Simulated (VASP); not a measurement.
# PbS (Pma2) in VASP: single point with PBE

Aim: the single point of PbS with PBE.

All numbers are computed with VASP 6.6.1; they aren't measurements. Logs are shortened: lines on timing, memory, paths and dates and some standing lists are left out, and cuts for length are marked.

### 1 The cell of the first run

The structure is orthorhombic, space group Pma2 (No. 28). The conventional cell has a = 7.004 Å, b = 6.146 Å, c = 6.277 Å, α = 90.00°, β = 90.00°, γ = 90.00°. Pb (site symmetry m) has 6 S at 2.66 to 3.72 Å within 3.8 Å. Within 3.4 Å of Pb (site symmetry m) lie 3 S at 2.61 to 2.71 Å. S (site symmetry m) has 2 Pb at 2.61 to 2.66 Å within 3.4 Å. S (site symmetry 2) has 4 Pb at 2.71 to 2.82 Å and 4 S at 3.50 to 3.65 Å within 3.7 Å.

### 2 Single point, PBE

Contents of INCAR:

```
SYSTEM = PbS
PREC = Accurate
ENCUT = 520
EDIFF = 1E-6
ISMEAR = -1
SIGMA = 0.05
LREAL = .False.
LASPH = .True.
NELM = 80
ALGO = Normal
ISIF = 2
LWAVE = .False.
LCHARG = .False.
GGA = PE
NBANDS = 50
```

Contents of KPOINTS:

```
Automatic mesh
0
Gamma
  4 5 5
  0 0 0
```

Contents of POSCAR:

```
PbS
1.0
    7.0038670000      0.0000000000      0.0000000000
    0.0000000000      6.1458720000      0.0000000000
    0.0000000000      0.0000000000      6.2773720000
Pb S
4 4
Direct
    0.2500000000      0.8356000000      0.5465340000
    0.7500000000      0.1644000000      0.5465340000
    0.7500000000      0.6946280000      0.0008990000
    0.2500000000      0.3053720000      0.0008990000
    0.7500000000      0.7531320000      0.4120830000
    0.2500000000      0.2468680000      0.4120830000
    0.5000000000      0.0000000000      0.8603830000
    0.0000000000      0.0000000000      0.8603830000
```

Potentials or basis: VASP PAW PBE potentials, release 64 (Pb_d, S).

Launch:

```
cat potpaw_PBE.64/Pb_d/POTCAR potpaw_PBE.64/S/POTCAR > POTCAR
mpirun -np 1 vasp_std > vasp.out
```

OUTCAR:

```text
SYSTEM = PbS
   PREC = Accurate
   ENCUT = 520
   EDIFF = 1E-6
   ISMEAR = -1
   LREAL = .False.
   LASPH = .True.
   NELM = 80
   ISIF = 2
   GGA = PE

 ion  position               nearest neighbor table
   1  0.250  0.836  0.547-   6 2.66   7 2.82   8 2.82   2 4.04   2 4.04   4 4.06
   2  0.750  0.164  0.547-   5 2.66   7 2.82   8 2.82   1 4.04   1 4.04   3 4.06
   3  0.750  0.695  0.001-   5 2.61   7 2.71   8 2.71   2 4.06
   4  0.250  0.305  0.001-   6 2.61   7 2.71   8 2.71   1 4.06
   5  0.750  0.753  0.412-   3 2.61   2 2.66
   6  0.250  0.247  0.412-   4 2.61   1 2.66
   7  0.500  0.000  0.860-   3 2.71   4 2.71   1 2.82   2 2.82
   8  0.000  0.000  0.860-   3 2.71   4 2.71   1 2.82   2 2.82

  LATTYP: Found a simple orthorhombic cell.
 ALAT       =     6.1458720000
 B/A-ratio  =     1.0213964756
 C/A-ratio  =     1.1396050878

  Lattice vectors:

 A1 = (   0.0000000000,   6.1458720000,   0.0000000000)
 A2 = (   0.0000000000,   0.0000000000,   6.2773720000)
 A3 = (   7.0038670000,   0.0000000000,   0.0000000000)

Analysis of symmetry for initial positions (statically):
=====================================================================
 Subroutine PRICEL returns:
 Original cell was already a primitive cell.

 Routine SETGRP: Setting up the symmetry group for a
 simple orthorhombic supercell.

 Subroutine GETGRP returns: Found  4 space group operations
 (whereof  2 operations were pure point group operations)
 out of a pool of  8 trial point group operations.

The static configuration has the point symmetry C_2 .
 The point group associated with its full space group is C_2v.

Analysis of symmetry for dynamics (positions and initial velocities):
=====================================================================
 Subroutine PRICEL returns:
 Original cell was already a primitive cell.

 Routine SETGRP: Setting up the symmetry group for a
 simple orthorhombic supercell.

 Subroutine GETGRP returns: Found  4 space group operations
 (whereof  2 operations were pure point group operations)
 out of a pool of  8 trial point group operations.

The dynamic configuration has the point symmetry C_2 .
 The point group associated with its full space group is C_2v.

 Subroutine INISYM returns: Found  4 space group operations
 (whereof  2 operations are pure point group operations),
 and found     1 'primitive' translations

----------------------------------------------------------------------------------------

[... 105 lines left out ...]
   LREAL  =      F    real-space projection
   EDIFFG = 0.1E-04   stopping-criterion for IOM
   NSW    =      0    number of steps for IOM
   IBRION =     -1    ionic relax: 0-MD 1-quasi-New 2-CG
   NFREE  =      0    steps in history (QN), initial steepest desc. (CG)
   ISIF   =      2    stress and relaxation
   ISYM   =      2    0-nonsym 1-usesym 2-fastsym
   POTIM  = 0.5000    time-step for ionic-motion
   TEBEG  =    0.0;   TEEND  =   0.0 temperature during run
   PSTRESS=    0.0 pullay stress
   NELECT =      80.0000    total number of electrons
   NUPDOWN=      -1.0000    fix difference up-down
   EMIN   =  10.00;   EMAX   =-10.00  energy-range for DOS
   EFERMI =   0.00;   METHOD = LEGACY
   ISMEAR =    -1;   SIGMA  =   0.05  broadening in eV -4-tet -1-fermi 0-gaus
   EFERMI_NEDOS =   21; number of points for ismear=-14 and -15
   IALGO  =     38    algorithm
   IMIX   =      4    mixing-type and parameters
     AMIX     =   0.40;   BMIX     =  1.00
     AMIX_MAG =   1.60;   BMIX_MAG =  1.00
  volume/ion in A,a.u.               =      33.78       227.93
  Fermi-wavevector in a.u.,A,eV,Ry     =   1.091118  2.061914 16.198261  1.190539
  Thomas-Fermi vector in A             =   2.227357
   LORBIT       =      0    0 simple, 1 ext, 2 COOP (PROOUT), +10 PAW based schemes
   GGA     = PE    functional components
[... 5 lines left out ...]
 non-spin polarized calculation
  energy-cutoff  :      520.00
  volume of cell :      270.21
 maximum number of plane-waves:      7310
 NGX is ok and might be reduce to    54
   NGX = 27   NGY = 23   NGZ = 23

 number of electron      79.9999988 magnetization

 Free energy of the ion-electron system (eV)
  ---------------------------------------------------
  ext. energy  EPLUGINS =         0.00000000
  ---------------------------------------------------
  free energy    TOTEN  =       -33.71779052 eV

  energy without entropy =      -33.71779029  energy(sigma->0) =      -33.71779040

 E-fermi :   3.4118     XC(G=0):  -8.2713

 val. band max:        2.7585016371   @ k =   0.0000   0.4000   0.0000
 cond. band min:       4.0348358789   @ k =   0.0000   0.0000   0.4000
 fundamental gap:      1.2763342418
 Fermi energy:         3.4118247870

 k-point     1 :       0.0000    0.0000    0.0000
  band No.  band energies     occupation
      1     -13.6231      2.00000
      2     -13.5441      2.00000
      3     -13.5333      2.00000
      4     -13.5191      2.00000
      5     -13.4969      2.00000
      6     -13.4933      2.00000
[... 1261 lines left out ...]
     49       7.3828      0.00000
     50       7.6929      0.00000

 [... further k-points ...]

------------------------ aborting loop because EDIFF is reached ----------------------------------------

  FORCE on cell =-STRESS in cart. coord.  units (eV):
  Direction    XX          YY          ZZ          XY          YZ          ZX
  --------------------------------------------------------------------------------------
  -------------------------------------------------------------------------------------
  Total        0.0913239      0.1042102      0.2295703      0.0000000      0.0000000      0.0000000
  in kB        0.5414968      0.6179050      1.3612161      0.0000000      0.0000000      0.0000000
  external PRESSURE =       0.8402060 kB  Pullay stress =       0.0000000 kB

 VOLUME and BASIS-vectors are now :
 -----------------------------------------------------------------------------
  energy-cutoff  :      520.00
  volume of cell :      270.21
      direct lattice vectors                 reciprocal lattice vectors
     7.003867000  0.000000000  0.000000000     0.142778268  0.000000000  0.000000000
     0.000000000  6.145872000  0.000000000     0.000000000  0.162710841  0.000000000
     0.000000000  0.000000000  6.277372000     0.000000000  0.000000000  0.159302332

 POSITION                                       TOTAL-FORCE (eV/Angst)
 -----------------------------------------------------------------------------------
      1.75097      5.13549      3.43080        -0.000000     -0.024924     -0.017795
      5.25290      1.01038      3.43080         0.000000      0.024924     -0.017795
      5.25290      4.26909      0.00564         0.000000     -0.060619     -0.029123
      1.75097      1.87678      0.00564        -0.000000      0.060619     -0.029123
      5.25290      4.62865      2.58680        -0.000000     -0.035954      0.026013
      1.75097      1.51722      2.58680        -0.000000      0.035954      0.026013
      3.50193      0.00000      5.40094        -0.000000      0.000000      0.020905
      0.00000      0.00000      5.40094        -0.000000      0.000000      0.020905
 -----------------------------------------------------------------------------------
    total drift:                                0.000000     -0.000000     -0.000651

  FREE ENERGIE OF THE ION-ELECTRON SYSTEM (eV)
  ---------------------------------------------------
  free  energy   TOTEN  =       -33.7177905174 eV

  energy  without entropy=      -33.7177902906  energy(sigma->0) =      -33.71779040
```

OSZICAR:

```text
N       E                     dE             d eps       ncg     rms          rms(c)
DAV:   1     0.894242577657E+03    0.89424E+03   -0.35699E+04  2700   0.160E+03
DAV:   2     0.934159202621E+02   -0.80083E+03   -0.77187E+03  2772   0.433E+02
DAV:   3    -0.278155093667E+02   -0.12123E+03   -0.11609E+03  3536   0.193E+02
DAV:   4    -0.359910342095E+02   -0.81755E+01   -0.80941E+01  3232   0.521E+01
DAV:   5    -0.364179971031E+02   -0.42696E+00   -0.42648E+00  3520   0.115E+01    0.102E+01
DAV:   6    -0.336734528154E+02    0.27445E+01   -0.54445E+00  3712   0.132E+01    0.636E+00
DAV:   7    -0.337165622484E+02   -0.43109E-01   -0.14854E+00  3456   0.418E+00    0.383E+00
DAV:   8    -0.337333289203E+02   -0.16767E-01   -0.22676E-01  3902   0.336E+00    0.855E-01
DAV:   9    -0.337147113155E+02    0.18618E-01   -0.59594E-02  3824   0.172E+00    0.333E-01
DAV:  10    -0.337166202285E+02   -0.19089E-02   -0.77750E-03  3460   0.349E-01    0.155E-01
DAV:  11    -0.337177595136E+02   -0.11393E-02   -0.17586E-03  3290   0.205E-01    0.564E-02
DAV:  12    -0.337177607798E+02   -0.12663E-05   -0.15232E-04  4086   0.859E-02    0.367E-02
DAV:  13    -0.337177839409E+02   -0.23161E-04   -0.48618E-05  3314   0.312E-02    0.230E-02
DAV:  14    -0.337177896099E+02   -0.56690E-05   -0.75789E-06  2780   0.145E-02    0.108E-02
DAV:  15    -0.337177905174E+02   -0.90758E-06   -0.21153E-06  2244   0.866E-03
   1 F= -.33717791E+02 E0= -.33717790E+02  d E =-.226853E-06
```

It took 15 min on 1 thread of AMD EPYC 7R43 (Zen 3), shared host; peak memory 0.45 GiB.

Results:

```
Free energy            : -33.7178 eV
Pressure               : 0.1 GPa
Largest force          : 0.067 eV/Å
Band gap on the k mesh : 1.28 eV (least direct gap 1.80 eV)
```

Forces on the atoms (eV/Å):
```
Pb   0.000 -0.025 -0.018
Pb   0.000  0.025 -0.018
Pb   0.000 -0.061 -0.029
Pb   0.000  0.061 -0.029
S    0.000 -0.036  0.026
S    0.000  0.036  0.026
S    0.000  0.000  0.021
S    0.000  0.000  0.021
```

Caveat: spin-orbit coupling is left out, which moves the levels of the heavy elements; an odd mesh through Γ misses points on the zone boundary, where band edges can lie.
